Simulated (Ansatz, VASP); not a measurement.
Two plane-wave programs on AgBr

```xyz
2
Lattice="0.0000 2.9204 2.9204 2.9204 0.0000 2.9204 2.9204 2.9204 0.0000" Properties=species:S:1:pos:R:3 pbc="T T T"
Ag    0.0000    0.0000    0.0000
Br    2.9204    2.9204    2.9204
```

Alike in both runs: functional PBE; k mesh 13 × 13 × 13; occupations fermi-dirac, width 0.03 eV; no spin polarisation.

Ansatz relaxed the structure, and its values are those at the end. VASP's run is a single point on that final structure, the one shown.

|  | VASP | Ansatz |
| --- | --- | --- |
| version | VASP 6.6.1 | Ansatz 0.2.0 |
| potentials or method | VASP PAW PBE potentials, release 64 (Ag, Br) | PAW with Ansatz's default frozen-core files, scalar-relativistic |
| plane-wave cutoff (eV) | 500 | 420 |
| valence electrons in the cell | 18 | 26 |

```tsv
	VASP	Ansatz	Ansatz less VASP
pressure (GPa)	0.0	0.0	+0.03
```

The functional is the same, so the differences come from potentials, cutoffs and numerics. VASP's potentials hold 18 valence electrons a cell and Ansatz's 26, so a difference there can come from the potentials and not from the codes.
